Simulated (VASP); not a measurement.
Input of a VASP 6.6.1 run:

Contents of INCAR:

```
  ALGO = Normal
  EDIFF = 1E-6
  ENCUT = 690
  GGA = PS
  GGA_COMPAT = False
  ISIF = 2
  ISMEAR = -1
  ISPIN = 2
  IVDW = 12
  LASPH = True
  LCHARG = False
  LMAXMIX = 4
  LORBIT = 11
  LREAL = False
  LWAVE = False
  MAGMOM = 1.8 1.8
  NBANDS = 28
  NELM = 200
  PREC = Accurate
  SIGMA = 0.1
```

Contents of KPOINTS:

```
k-points
0
Gamma
  14 14 8
```

File POSCAR:

```
Co
1.0
    2.4345074787      0.0000000000      0.0000000000
   -1.2172537393      2.1083453222      0.0000000000
    0.0000000000      0.0000000000      3.9374794151
Co
2
Direct
    0.6666666667      0.3333333333      0.2499990387
    0.3333333333      0.6666666667      0.7500009613
```

Potentials or basis: VASP PAW PBE potentials, release 64 (Co_sv).

Run with:

```console
$ cat potpaw_PBE.64/Co_sv/POTCAR > POTCAR
$ mpirun -np 1 vasp_std > vasp.out
```

(1) Predict the pressure.

(2) What does it give for the site moments?

Answers

(1) -1.6 GPa.

(2) Co +1.58 μB.

Caveat: the PAW data sets were made with another functional, which shifts forces and pressure a little.
